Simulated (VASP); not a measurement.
# Rb (Immm) in VASP: single point with LDA

Aim: the single point of Rb with LDA.

Program: VASP 6.6.1. These are calculated values, not measurements. Logs are shortened: lines on timing, memory, paths and dates and some standing lists are left out, and cuts for length are marked.

### 1 The cell of the first run

It takes space group Immm (No. 71, orthorhombic). The conventional cell has a = 5.096 Å, b = 5.199 Å, c = 7.280 Å, α = 90.00°, β = 90.00°, γ = 90.00°.

### 2 Single point, LDA (strain -0.0200 x Voigt [0, 0, 0, 0, 0, 1])

Contents of INCAR:

```
SYSTEM = Rb
  ALGO = Fast
  EDIFF = 1E-6
  ENCUT = 520
  GGA = CA
  ISIF = 2
  ISMEAR = 0
  LASPH = .True.
  LCHARG = .False.
  LREAL = .False.
  LWAVE = .False.
  NBANDS = 10
  NELM = 80
  PREC = Accurate
  SIGMA = 0.15
```

Contents of KPOINTS:

```
k-points
0
Gamma
  12 12 12
  0 0 0
```

Contents of POSCAR:

```
Rb
1.0
   -0.0363988467      3.6398846700      3.6398846700
    3.6398846700     -0.0363988467      3.6398846700
    3.6034858233      3.6034858233      0.0000000000
Rb
1
Direct
    0.0000000000      0.0000000000      0.0000000000
```

Potentials or basis: VASP PAW LDA potentials, release 64 (Rb_sv).

Launch:

```
$ cat potpaw_LDA.64/Rb_sv/POTCAR > POTCAR
$ mpirun -np 1 vasp_std > vasp.out
```

OUTCAR:

```text
SYSTEM = Rb
   EDIFF = 1E-6
   ENCUT = 520
   GGA = CA
   ISIF = 2
   ISMEAR = 0
   LASPH = .True.
   LREAL = .False.
   NELM = 80
   PREC = Accurate

 ion  position               nearest neighbor table
   1  0.000  0.000  0.000-

  LATTYP: Found a body centered orthorhombic cell.
 ALAT       =     5.0960985231
 B/A-ratio  =     1.0202020202
 C/A-ratio  =     1.4284985479

  Lattice vectors:

 A1 = (   0.0363988467,  -3.6398846700,  -3.6398846700)
 A2 = (  -0.0363988467,   3.6398846700,  -3.6398846700)
 A3 = (   3.6398846700,  -0.0363988467,   3.6398846700)

Analysis of symmetry for initial positions (statically):
=====================================================================
 Subroutine PRICEL returns:
 Original cell was already a primitive cell.

 Routine SETGRP: Setting up the symmetry group for a
 body centered orthorhombic supercell.

 Subroutine GETGRP returns: Found  8 space group operations
 (whereof  8 operations were pure point group operations)
 out of a pool of  8 trial point group operations.

The static configuration has the point symmetry D_2h.

Analysis of symmetry for dynamics (positions and initial velocities):
=====================================================================
 Subroutine PRICEL returns:
 Original cell was already a primitive cell.

 Routine SETGRP: Setting up the symmetry group for a
 body centered orthorhombic supercell.

 Subroutine GETGRP returns: Found  8 space group operations
 (whereof  8 operations were pure point group operations)
 out of a pool of  8 trial point group operations.

The dynamic configuration has the point symmetry D_2h.

 Subroutine INISYM returns: Found  8 space group operations
 (whereof  8 operations are pure point group operations),
 and found     1 'primitive' translations

----------------------------------------------------------------------------------------

                                     Primitive cell

  volume of cell :      96.4383

  direct lattice vectors                    reciprocal lattice vectors
    -0.036398847  3.639884670  3.639884670    -0.136006921  0.136006921  0.137366990
     3.639884670 -0.036398847  3.639884670     0.136006921 -0.136006921  0.137366990
     3.603485823  3.603485823  0.000000000     0.138754535  0.138754535 -0.137366990

  length of vectors
     5.147702954  5.147702954  5.096098523     0.236358742  0.236358742  0.239531484

  position of ions in fractional coordinates (direct lattice)
     0.000000000  0.000000000  0.000000000

  ion indices of the primitive-cell ions
   primitive index   ion index
                 1           1

----------------------------------------------------------------------------------------

 KPOINTS: k-points

Automatic generation of k-mesh.
 Grid dimensions read from file:
 generate k-points for:   12   12   12

 Generating k-lattice:

  Cartesian coordinates                     Fractional coordinates (reciprocal lattice)
    -0.011333910  0.011333910  0.011447249     0.083333333  0.000000000  0.000000000
     0.011333910 -0.011333910  0.011447249     0.000000000  0.083333333  0.000000000
     0.011562878  0.011562878 -0.011447249     0.000000000  0.000000000  0.083333333

  Length of vectors
     0.019696562  0.019696562  0.019960957

  Shift w.r.t. Gamma in fractional coordinates (k-lattice)
     0.000000000  0.000000000  0.000000000

 Subroutine IBZKPT returns following result:
 ===========================================

 Found    280 irreducible k-points:

 Following reciprocal coordinates:
            Coordinates               Weight
  0.000000  0.000000  0.000000      1.000000
  0.083333 -0.000000  0.000000      4.000000
  0.166667 -0.000000  0.000000      4.000000
  0.250000 -0.000000  0.000000      4.000000
  0.333333  0.000000  0.000000      4.000000
  0.416667  0.000000  0.000000      4.000000
[... 16 lines left out ...]
  0.500000  0.166667  0.000000      4.000000
 -0.416667  0.166667  0.000000      4.000000
 [... further k-points ...]
   k-points           NKPTS =    280   k-points in BZ     NKDIM =    280   number of bands    NBANDS=     10
   number of dos      NEDOS =    301   number of ions     NIONS =      1
   total plane-waves  NPLWV =  64000
   dimension x,y,z NGX =    40 NGY =   40 NGZ =   40
   dimension x,y,z NGXF=    80 NGYF=   80 NGZF=   80
   ions per type =               1
   NGX,Y,Z   is equivalent  to a cutoff of  12.92, 12.92, 13.05 a.u.
   NGXF,Y,Z  is equivalent  to a cutoff of  25.84, 25.84, 26.10 a.u.
 SYSTEM =  Rb
   PREC   = accura    normal or accurate (medium, high low for compatibility)
   ISTART =      0    job   : 0-new  1-cont  2-samecut
   ICHARG =      2    charge: 1-file 2-atom 10-const
   ISPIN  =      1    spin polarized calculation?
   LNONCOLLINEAR =      F non collinear calculations
   LSORBIT =      F    spin-orbit coupling
   LASPH  =      T    aspherical Exc in radial PAW
   ENCUT  =  520.0 eV  38.22 Ry    6.18 a.u.   9.57  9.57  9.48*2*pi/ulx,y,z
   NELM   =     80;   NELMIN=  2; NELMDL= -5     # of ELM steps
   EDIFF  = 0.1E-05   stopping-criterion for ELM
   LREAL  =      F    real-space projection
   EDIFFG = 0.1E-04   stopping-criterion for IOM
   NSW    =      0    number of steps for IOM
   IBRION =     -1    ionic relax: 0-MD 1-quasi-New 2-CG
   NFREE  =      0    steps in history (QN), initial steepest desc. (CG)
   ISIF   =      2    stress and relaxation
   ISYM   =      2    0-nonsym 1-usesym 2-fastsym
   POTIM  = 0.5000    time-step for ionic-motion
   TEBEG  =    0.0;   TEEND  =   0.0 temperature during run
   PSTRESS=    0.0 pullay stress
   NELECT =       9.0000    total number of electrons
   NUPDOWN=      -1.0000    fix difference up-down
   EMIN   =  10.00;   EMAX   =-10.00  energy-range for DOS
   EFERMI =   0.00;   METHOD = LEGACY
   ISMEAR =     0;   SIGMA  =   0.15  broadening in eV -4-tet -1-fermi 0-gaus
   EFERMI_NEDOS =   21; number of points for ismear=-14 and -15
   IALGO  =     68    algorithm
   IMIX   =      4    mixing-type and parameters
     AMIX     =   0.40;   BMIX     =  1.00
     AMIX_MAG =   1.60;   BMIX_MAG =  1.00
  volume/ion in A,a.u.               =      96.44       650.80
  Fermi-wavevector in a.u.,A,eV,Ry     =   0.742573  1.403260  7.502453  0.551415
  Thomas-Fermi vector in A             =   1.837484
   LORBIT       =      0    0 simple, 1 ext, 2 COOP (PROOUT), +10 PAW based schemes
   GGA     = CA    functional components
   LHFCALC =     F    Hartree Fock is set to
   AEXX    =    0.0000 exact exchange contribution
   IVDW    =     0    specifies the selected vdW correction
   LEPSILON=     F    determine dielectric tensor
   LRPA    =     F    only Hartree local field effects (RPA)
 non-spin polarized calculation
 RMM-DIIS sequential band-by-band and
 Gauss-broadening in eV      SIGMA  =   0.15
  energy-cutoff  :      520.00
  volume of cell :       96.44
 maximum number of plane-waves:      2649
 NGX is ok and might be reduce to    40
   NGX = 19   NGY = 19   NGZ = 19

 number of electron       9.0000000 magnetization

 Free energy of the ion-electron system (eV)
  ---------------------------------------------------
  ext. energy  EPLUGINS =         0.00000000
  ---------------------------------------------------
  free energy    TOTEN  =        -1.03137256 eV

  energy without entropy =       -1.02113875  energy(sigma->0) =       -1.02625565

 E-fermi :  -0.3385     XC(G=0):  -5.5302

 val. band max:       -0.3448976975   @ k =   0.0833   0.0833   0.5000
 cond. band min:      -0.2690834375   @ k =  -0.1667   0.3333   0.2500
 fundamental gap:      0.0758142600
 Fermi energy:        -0.3385050698

 k-point     1 :       0.0000    0.0000    0.0000
  band No.  band energies     occupation
      1     -29.1542      2.00000
      2     -13.2616      2.00000
      3     -13.2606      2.00000
      4     -13.2595      2.00000
      5      -2.2330      2.00000
      6       3.0658      0.00000
      7       3.1301      0.00000
      8       3.2010      0.00000
      9       4.3813      0.00000
     10       4.3816      0.00000

 k-point     2 :       0.0833   -0.0000    0.0000
  band No.  band energies     occupation
      1     -29.1540      2.00000
      2     -13.2665      2.00000
      3     -13.2616      2.00000
      4     -13.2602      2.00000
      5      -2.1599      2.00000
      6       2.8874      0.00000
      7       3.1404      0.00000
      8       3.2329      0.00000
      9       4.3009      0.00000
     10       4.3072      0.00000

 k-point     3 :       0.1667   -0.0000    0.0000
  band No.  band energies     occupation
      1     -29.1535      2.00000
      2     -13.2808      2.00000
      3     -13.2634      2.00000
      4     -13.2622      2.00000
      5      -1.9448      2.00000
      6       2.4388      0.00000
      7       3.1884      0.00000
      8       3.2882      0.00000
      9       4.1830      0.00000
     10       4.2003      0.00000

 k-point     4 :       0.2500   -0.0000    0.0000
  band No.  band energies     occupation
      1     -29.1528      2.00000
      2     -13.3002      2.00000
      3     -13.2659      2.00000
      4     -13.2650      2.00000
      5      -1.6003      2.00000
      6       1.8950      0.00000
      7       3.1634      0.00000
      8       3.2615      0.00000
      9       4.2421      0.00000
     10       4.2769      0.00000
[... 222 lines left out ...]
 k-point    22 :       0.4167    0.1667    0.0000
  band No.  band energies     occupation
      1     -29.1515      2.00000
      2     -13.3232      2.00000
      3     -13.2786      2.00000
      4     -13.2746      2.00000
      5      -0.7360      1.99982
      6       1.2063      0.00000
      7       2.4500      0.00000
      8       3.2592      0.00000
      9       3.9458      0.00000
     10       5.1328      0.00000

 k-point    23 :       0.5000    0.1667    0.0000
  band No.  band energies     occupation
      1     -29.1512      2.00000
      2     -13.3311      2.00000
      3     -13.2825      2.00000
      4     -13.2748      2.00000
      5      -0.2072      0.21574
      6       0.6556      0.00000
      7       2.3406      0.00000
      8       3.2008      0.00000
      9       4.0335      0.00000
     10       5.1985      0.00000

 k-point    24 :      -0.4167    0.1667    0.0000
  band No.  band energies     occupation
      1     -29.1512      2.00000
      2     -13.3311      2.00000
      3     -13.2851      2.00000
      4     -13.2733      2.00000
      5      -0.0640      0.00964
      6       0.5175      0.00000
      7       2.2697      0.00000
      8       3.1950      0.00000
      9       4.1731      0.00000
     10       4.9599      0.00000

 [... further k-points ...]
[... 5 lines left out ...]
  --------------------------------------------------------------------------------------
  -------------------------------------------------------------------------------------
  Total       -0.3071918     -0.3071918     -0.3075568      0.0158852      0.0000000      0.0000000
  in kB       -5.1035315     -5.1035315     -5.1095956      0.2639092      0.0000000      0.0000000
  external PRESSURE =      -5.1055529 kB  Pullay stress =       0.0000000 kB

 VOLUME and BASIS-vectors are now :
 -----------------------------------------------------------------------------
  energy-cutoff  :      520.00
  volume of cell :       96.44
      direct lattice vectors                 reciprocal lattice vectors
    -0.036398847  3.639884670  3.639884670    -0.136006921  0.136006921  0.137366990
     3.639884670 -0.036398847  3.639884670     0.136006921 -0.136006921  0.137366990
     3.603485823  3.603485823  0.000000000     0.138754535  0.138754535 -0.137366990

 POSITION                                       TOTAL-FORCE (eV/Angst)
 -----------------------------------------------------------------------------------
      0.00000      0.00000      0.00000         0.000000      0.000000      0.000000
 -----------------------------------------------------------------------------------
    total drift:                               -0.000000     -0.000000     -0.000000

  FREE ENERGIE OF THE ION-ELECTRON SYSTEM (eV)
  ---------------------------------------------------
  free  energy   TOTEN  =        -1.0313725561 eV

  energy  without entropy=       -1.0211387461  energy(sigma->0) =       -1.02625565
```

It took 5.1 min on 1 thread of Oxide Virtual Turin-like, shared host; peak memory 0.35 GiB.

What came out:

```
Free energy : -1.0314 eV
Pressure    : -0.5 GPa
```

Levels at points of the mesh, in eV from the Fermi level:
```tsv
k point	band 1	band 2	band 3	band 4	band 5	band 6	band 7	band 8	band 9	band 10
(0.00, 0.00, 0.00)	-28.82	-12.92	-12.92	-12.92	-1.89	3.40	3.47	3.54	4.72	4.72
(0.50, 0.00, 0.00)	-28.81	-13.00	-12.93	-12.93	0.08	0.67	3.26	3.35	5.20	5.58
(0.50, 0.50, 0.00)	-28.81	-13.00	-12.95	-12.95	0.67	1.38	1.82	4.19	4.42	4.47
(0.00, 0.00, 0.50)	-28.81	-13.00	-12.93	-12.93	0.14	0.73	3.22	3.31	5.21	5.65
(0.50, 0.00, 0.50)	-28.81	-13.00	-12.95	-12.95	0.67	1.38	1.83	4.31	4.31	4.47
```

Caveat: the cell differs from its parent crystal (strain -0.0200 x Voigt [0, 0, 0, 0, 0, 1]).
